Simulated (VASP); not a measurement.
# In in VASP: settings compared, part 2 of 2

VASP 6.6.1.

## (5) Single point, PBE

This run uses another cell than the first one, of 26.46 Å³/atom.

File INCAR:

```
ALGO = Fast ; EDIFF = 1E-7
ENCUT = 520 ; GGA = PE
ISIF = 2 ; ISMEAR = 0
LASPH = True ; LCHARG = False
LREAL = False ; LWAVE = False
NBANDS = 34 ; NELM = 80
PREC = Accurate ; SIGMA = 0.1
```

File KPOINTS:

```
k-points
0
Gamma
  12 12 4
```

File POSCAR:

```
In
1.0
    3.3638438630      0.0000000000      0.0000000000
   -1.6819219315      2.9131742397      0.0000000000
    0.0000000000      0.0000000000     10.7997083600
In
4
Direct
    0.0154470678      0.0308941356      0.0000000000
    0.3333333300      0.6666666700      0.2500000000
    0.0000000000      0.0000000000      0.5000000000
    0.6666666700      0.3333333300      0.7500000000
```

Potentials or basis: VASP PAW PBE potentials, release 64 (In_d).

Command:

```sh
cat potpaw_PBE.64/In_d/POTCAR > POTCAR
mpirun -np 1 vasp_std > vasp.out
```

OUTCAR:

```text
EDIFF = 1E-7
   ENCUT = 520
   GGA = PE
   ISIF = 2
   ISMEAR = 0
   LASPH = True
   LREAL = False
   NELM = 80
   PREC = Accurate

 ion  position               nearest neighbor table
   1  0.015  0.031  0.000-   2 3.27   4 3.30   4 3.30   2 3.35   2 3.35   4 3.38
   2  0.333  0.667  0.250-   1 3.27   3 3.33   3 3.33   3 3.33   1 3.35   1 3.35
   3  0.000  0.000  0.500-   2 3.33   4 3.33   2 3.33   4 3.33   4 3.33   2 3.33
   4  0.667  0.333  0.750-   1 3.30   1 3.30   3 3.33   3 3.33   3 3.33   1 3.38

  LATTYP: Found a hexagonal cell.
 ALAT       =     3.3638438630
 C/A-ratio  =     3.2105260529

  Lattice vectors:

 A1 = (   3.3638438630,   0.0000000000,   0.0000000000)
 A2 = (  -1.6819219315,   2.9131742397,   0.0000000000)
 A3 = (   0.0000000000,   0.0000000000,  10.7997083600)

Analysis of symmetry for initial positions (statically):
=====================================================================
 Subroutine PRICEL returns:
 Original cell was already a primitive cell.

 Routine SETGRP: Setting up the symmetry group for a
 hexagonal supercell.

 Subroutine GETGRP returns: Found  2 space group operations
 (whereof  2 operations were pure point group operations)
 out of a pool of 24 trial point group operations.

The static configuration has the point symmetry C_1h.

Analysis of symmetry for dynamics (positions and initial velocities):
=====================================================================
 Subroutine PRICEL returns:
 Original cell was already a primitive cell.

 Routine SETGRP: Setting up the symmetry group for a
 hexagonal supercell.

 Subroutine GETGRP returns: Found  2 space group operations
 (whereof  2 operations were pure point group operations)
 out of a pool of 24 trial point group operations.

The dynamic configuration has the point symmetry C_1h.

 Subroutine INISYM returns: Found  2 space group operations
 (whereof  2 operations are pure point group operations),
 and found     1 'primitive' translations

----------------------------------------------------------------------------------------

                                     Primitive cell

  volume of cell :     105.8313

  direct lattice vectors                    reciprocal lattice vectors
     3.363843863  0.000000000  0.000000000     0.297278958  0.171634087  0.000000000
    -1.681921932  2.913174240  0.000000000     0.000000000  0.343268173  0.000000000
     0.000000000  0.000000000 10.799708360     0.000000000  0.000000000  0.092595093

  length of vectors
     3.363843863  3.363843863 10.799708360     0.343268173  0.343268173  0.092595093

  position of ions in fractional coordinates (direct lattice)
     0.015447068  0.030894136  0.000000000
     0.333333330  0.666666670  0.250000000
     0.000000000  0.000000000  0.500000000
     0.666666670  0.333333330  0.750000000

  ion indices of the primitive-cell ions
   primitive index   ion index
                 1           1
                 2           2
                 3           3
                 4           4

----------------------------------------------------------------------------------------

 KPOINTS: k-points

Automatic generation of k-mesh.
 Grid dimensions read from file:
 generate k-points for:   12   12    4

 Generating k-lattice:

  Cartesian coordinates                     Fractional coordinates (reciprocal lattice)
     0.024773247  0.014302841  0.000000000     0.083333333  0.000000000  0.000000000
     0.000000000  0.028605681  0.000000000     0.000000000  0.083333333  0.000000000
     0.000000000  0.000000000  0.023148773     0.000000000  0.000000000  0.250000000

  Length of vectors
     0.028605681  0.028605681  0.023148773

  Shift w.r.t. Gamma in fractional coordinates (k-lattice)
     0.000000000  0.000000000  0.000000000

 Subroutine IBZKPT returns following result:
 ===========================================

 Found    164 irreducible k-points:

 Following reciprocal coordinates:
            Coordinates               Weight
  0.000000  0.000000  0.000000      1.000000
  0.083333 -0.000000  0.000000      4.000000
  0.000000  0.083333  0.000000      2.000000
  0.166667  0.000000  0.000000      4.000000
  0.000000  0.166667  0.000000      2.000000
  0.250000  0.000000  0.000000      4.000000
[... 16 lines left out ...]
 -0.083333  0.416667  0.000000      4.000000
 -0.416667  0.333333  0.000000      4.000000
 [... further k-points ...]
   k-points           NKPTS =    164   k-points in BZ     NKDIM =    164   number of bands    NBANDS=     34
   number of dos      NEDOS =    301   number of ions     NIONS =      4
   total plane-waves  NPLWV =  62720
   dimension x,y,z NGX =    28 NGY =   28 NGZ =   80
   dimension x,y,z NGXF=    56 NGYF=   56 NGZF=  160
   ions per type =               4
   NGX,Y,Z   is equivalent  to a cutoff of  13.84, 13.84, 12.31 a.u.
   NGXF,Y,Z  is equivalent  to a cutoff of  27.68, 27.68, 24.63 a.u.
 SYSTEM =  unknown system
   PREC   = accura    normal or accurate (medium, high low for compatibility)
   ISTART =      0    job   : 0-new  1-cont  2-samecut
   ICHARG =      2    charge: 1-file 2-atom 10-const
   ISPIN  =      1    spin polarized calculation?
   LNONCOLLINEAR =      F non collinear calculations
   LSORBIT =      F    spin-orbit coupling
   LASPH  =      T    aspherical Exc in radial PAW
   ENCUT  =  520.0 eV  38.22 Ry    6.18 a.u.   6.25  6.25 20.08*2*pi/ulx,y,z
   NELM   =     80;   NELMIN=  2; NELMDL= -5     # of ELM steps
   EDIFF  = 0.1E-06   stopping-criterion for ELM
   LREAL  =      F    real-space projection
   EDIFFG = 0.1E-05   stopping-criterion for IOM
   NSW    =      0    number of steps for IOM
   IBRION =     -1    ionic relax: 0-MD 1-quasi-New 2-CG
   NFREE  =      0    steps in history (QN), initial steepest desc. (CG)
   ISIF   =      2    stress and relaxation
   ISYM   =      2    0-nonsym 1-usesym 2-fastsym
   POTIM  = 0.5000    time-step for ionic-motion
   TEBEG  =    0.0;   TEEND  =   0.0 temperature during run
   PSTRESS=    0.0 pullay stress
   NELECT =      52.0000    total number of electrons
   NUPDOWN=      -1.0000    fix difference up-down
   EMIN   =  10.00;   EMAX   =-10.00  energy-range for DOS
   EFERMI =   0.00;   METHOD = LEGACY
   ISMEAR =     0;   SIGMA  =   0.10  broadening in eV -4-tet -1-fermi 0-gaus
   EFERMI_NEDOS =   21; number of points for ismear=-14 and -15
   IALGO  =     68    algorithm
   IMIX   =      4    mixing-type and parameters
     AMIX     =   0.40;   BMIX     =  1.00
     AMIX_MAG =   1.60;   BMIX_MAG =  1.00
  volume/ion in A,a.u.               =      26.46       178.55
  Fermi-wavevector in a.u.,A,eV,Ry     =   1.291827  2.441200 22.705649  1.668818
  Thomas-Fermi vector in A             =   2.423573
   LORBIT       =      0    0 simple, 1 ext, 2 COOP (PROOUT), +10 PAW based schemes
   GGA     = PE    functional components
   LHFCALC =     F    Hartree Fock is set to
   AEXX    =    0.0000 exact exchange contribution
   IVDW    =     0    specifies the selected vdW correction
   LEPSILON=     F    determine dielectric tensor
   LRPA    =     F    only Hartree local field effects (RPA)
 non-spin polarized calculation
 RMM-DIIS sequential band-by-band and
 Gauss-broadening in eV      SIGMA  =   0.10
  energy-cutoff  :      520.00
  volume of cell :      105.83
 maximum number of plane-waves:      2896
 NGX is ok and might be reduce to    28
   NGX = 13   NGY = 13   NGZ = 41

 number of electron      51.9999996 magnetization

 Free energy of the ion-electron system (eV)
  ---------------------------------------------------
  ext. energy  EPLUGINS =         0.00000000
  ---------------------------------------------------
  free energy    TOTEN  =       -10.21607583 eV

  energy without entropy =      -10.20870438  energy(sigma->0) =      -10.21239011

 E-fermi :   7.3591     XC(G=0): -10.2007

 val. band max:        7.3303885798   @ k =   0.2500   0.2500   0.5000
 cond. band min:       7.3682060948   @ k =   0.2500   0.2500   0.5000
 fundamental gap:      0.0378175150
 Fermi energy:         7.3591288486

 k-point     1 :       0.0000    0.0000    0.0000
  band No.  band energies     occupation
      1      -7.2953      2.00000
      2      -7.2592      2.00000
      3      -7.2457      2.00000
      4      -7.2384      2.00000
      5      -7.2293      2.00000
      6      -7.2179      2.00000
[... 877 lines left out ...]
     33      12.2069      0.00000
     34      13.3708      0.00000

 [... further k-points ...]

------------------------ aborting loop because EDIFF is reached ----------------------------------------

  FORCE on cell =-STRESS in cart. coord.  units (eV):
  Direction    XX          YY          ZZ          XY          YZ          ZX
  --------------------------------------------------------------------------------------
  -------------------------------------------------------------------------------------
  Total        0.9662172      0.9642320      0.9981513      0.0000000      0.0047957      0.0000000
  in kB       14.6275306     14.5974773     15.1109806      0.0000000      0.0726017      0.0000000
  external PRESSURE =      14.7786628 kB  Pullay stress =       0.0000000 kB

 VOLUME and BASIS-vectors are now :
 -----------------------------------------------------------------------------
  energy-cutoff  :      520.00
  volume of cell :      105.83
      direct lattice vectors                 reciprocal lattice vectors
     3.363843863  0.000000000  0.000000000     0.297278958  0.171634087  0.000000000
    -1.681921932  2.913174240  0.000000000     0.000000000  0.343268173  0.000000000
     0.000000000  0.000000000 10.799708360     0.000000000  0.000000000  0.092595093

 POSITION                                       TOTAL-FORCE (eV/Angst)
 -----------------------------------------------------------------------------------
     -0.00000      0.09000      0.00000        -0.000000     -0.016554     -0.000461
     -0.00000      1.94212      2.69993        -0.000000      0.009602      0.002676
      0.00000      0.00000      5.39985        -0.000000     -0.000477     -0.000048
      1.68192      0.97106      8.09978         0.000000      0.007428     -0.002167
 -----------------------------------------------------------------------------------
    total drift:                                0.000000     -0.000115     -0.000001

  FREE ENERGIE OF THE ION-ELECTRON SYSTEM (eV)
  ---------------------------------------------------
  free  energy   TOTEN  =       -10.2160758330 eV

  energy  without entropy=      -10.2087043782  energy(sigma->0) =      -10.21239011
```

It took 12 min on 1 thread of Intel Xeon Platinum 8259CL at 2.50GHz (Skylake/Cascade Lake), shared host; peak memory 0.54 GiB.

What came out:

```
Free energy            : -10.2161 eV
Pressure               : 1.5 GPa
Largest force          : 0.017 eV/Å
Band gap on the k mesh : zero (bands 26 and 27 overlap by 4.90 eV)
```

Forces on the atoms (eV/Å):
```
In   0.000 -0.017  0.000
In   0.000  0.010  0.003
In   0.000  0.000  0.000
In   0.000  0.007 -0.002
```

Levels at points of the mesh, in eV from the Fermi level:
```csv
k point,band 23,band 24,band 25,band 26,band 27,band 28,band 29,band 30
"(0.00, 0.00, 0.00)",-8.01,-4.09,-3.24,3.40,3.41,8.11,8.12,8.94
"(0.50, 0.00, 0.00)",-3.52,-3.01,-2.97,-2.74,0.41,0.53,1.43,2.36
"(0.00, 0.50, 0.00)",-3.52,-3.03,-2.95,-2.74,0.41,0.53,1.43,2.36
"(0.00, 0.00, 0.50)",-6.23,-6.23,-0.41,-0.41,7.69,7.69,8.32,8.32
"(0.50, 0.00, 0.50)",-3.91,-3.86,-1.54,-1.52,-1.12,-1.10,3.58,3.63
"(0.00, 0.50, 0.50)",-3.93,-3.84,-1.55,-1.52,-1.13,-1.09,3.56,3.65
```

Caveat: spin-orbit coupling is left out, which moves the levels of the heavy elements.

## (6) The runs side by side

```csv
level,potentials or basis,cell,k mesh,further INCAR settings,gap on the mesh (eV),pressure (GPa)
PBE,"VASP PAW PBE potentials, release 64 (In_d)","a = 3.289, b = 3.289, c = 10.884 Å, angles 90.0, 90.0, 120.0°, 4 atoms, atomic positions A",15 × 15 × 4,ALGO = Fast; EDIFF = 1e-06; NBANDS = 34,none,3.2
LDA,"VASP PAW LDA potentials, release 64 (In_d)","a = 3.386, b = 3.386, c = 10.545 Å, angles 90.0, 90.0, 120.0°, 4 atoms, atomic positions A",15 × 15 × 4,ALGO = Fast; EDIFF = 1e-06; NBANDS = 34,none,-2.5
PBE,"VASP PAW PBE potentials, release 64 (In_d)","a = 3.365, b = 3.365, c = 11.452 Å, angles 90.0, 90.0, 120.0°, 4 atoms, atomic positions A",15 × 15 × 4,ALGO = Fast; EDIFF = 1e-06; NBANDS = 34,none,-0.7
PBE,"VASP PAW PBE potentials, release 64 (In_d)","a = 3.364, b = 3.364, c = 10.800 Å, angles 90.0, 90.0, 120.0°, 4 atoms, atomic positions B",12 × 12 × 4,ALGO = Fast; EDIFF = 1e-07; NBANDS = 34,none,1.5
```

Alike in all rows: task single point; no spin polarisation; cutoff (eV) 520; smearing gaussian 0.1 eV.

Caveats: spin-orbit coupling is left out, which moves the levels of the heavy elements; the cell stands under pressure (at least some runs).

Absolute energies hang on the potentials; compare differences alone.
